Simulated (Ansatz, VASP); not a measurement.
## Bi: VASP beside Ansatz

```
Bi
1.0
     2.78012   -2.21027    0.00000
     2.78012    2.21027    0.00000
     0.00000    0.00000    9.80252
Bi
4
Direct
  0.75041 0.24959 0.12504
  0.74959 0.25041 0.62504
  0.24959 0.75041 0.87496
  0.25041 0.74959 0.37496
```

Alike in both runs: functional PBEsol; k mesh 4 × 4 × 2; occupations gaussian, width 0.1 eV; no spin polarisation.

Ansatz relaxed the structure, and its values are those at the end. VASP's run is a single point on that final structure, the one shown.

```csv
,VASP,Ansatz
version,VASP 6.6.1,Ansatz 0.2.0
potentials or method,"VASP PAW PBE potentials, release 64 (Bi_d), cutoff 520 eV","scalar-relativistic, plane waves, PAW"
valence electrons in the cell,60,60
```

|  | VASP | Ansatz | Ansatz less VASP |
| --- | --- | --- | --- |
| gap on the k mesh at the Fermi level (eV) | none | none | - |
| pressure (GPa) | 0.2 | 0.2 | +0.05 |
| rms of the force components (eV/Å) | 0.003 | 0.003 | 0.0000 |

VASP's potentials were made for PBE, not for PBEsol. A gap of «none» marks a metal or a gap that the smearing closes.

The k mesh is coarse, so the values compare programs but aren't converged. Neither program's run includes spin-orbit coupling.
